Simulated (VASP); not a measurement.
Here is a VASP 6.6.1 calculation.

Contents of POSCAR:

```
C
1.0
    2.5031953733      0.0000000000      0.0000000000
   -1.2515976866      2.1678307839      0.0000000000
    0.0000000000      0.0000000000      4.1688692751
C
4
Direct
    0.3333333333      0.6666666667      0.0002313174
    0.6666666667      0.3333333333      0.5002313174
    0.3333333333      0.6666666667      0.3747686826
    0.6666666667      0.3333333333      0.8747686826
```

File INCAR.step1:

```
SYSTEM = C
ALGO = Normal
EDIFF = 1E-8
ENCUT = 500
GGA = PE
ISMEAR = 0
LASPH = .True.
LCHARG = .False.
LREAL = .False.
LWAVE = .True.
NELM = 80
PREC = Accurate
SIGMA = 0.01
```

INCAR.step2

```
SYSTEM = C
ALGO = Exact
EDIFF = 1E-8
ENCUT = 500
GGA = PE
ISMEAR = 0
ISTART = 1
LASPH = .True.
LCHARG = .False.
LOPTICS = .True.
LREAL = .False.
LWAVE = .True.
NBANDS = 44
NELM = 1
PREC = Accurate
SIGMA = 0.01
```

INCAR.step3

```
SYSTEM = C
ALGO = EVGW0
EDIFF = 1E-8
ENCUT = 500
ENCUTGW = 80.0
GGA = PE
ISMEAR = 0
ISTART = 1
LASPH = .True.
LCHARG = .False.
LREAL = .False.
LWAVE = .False.
NBANDS = 44
NBANDSGW = 16
NELMGW = 1
NOMEGA = 48
PREC = Accurate
PRECFOCK = Fast
SIGMA = 0.01
```

KPOINTS

```
k-points
0
Gamma
  9 9 4
  0 0 0
```

Potentials or basis: VASP PAW PBE potentials, release 64 (C_GW).

Launch:

```sh
$ cat potpaw_PBE.64/C_GW/POTCAR > POTCAR
$ cp INCAR.step1 INCAR
$ mpirun -np 1 vasp_std > vasp.out
$ cp INCAR.step2 INCAR
$ mpirun -np 1 vasp_std > vasp.out
$ cp INCAR.step3 INCAR
$ mpirun -np 1 vasp_std > vasp.out
```

(1) Estimate the quasiparticle gap.

(2) Predict the least direct quasiparticle gap.

(3) Predict the least direct gap of the starting levels on the mesh.

Results:

(1) 4.08 eV.

(2) 6.44 eV.

(3) 4.99 eV.

Caveat: the k points lie up to 0.38 Å⁻¹ apart; bands, screening cutoff and mesh are small and nothing is extrapolated, so the quasiparticle values aren't converged.
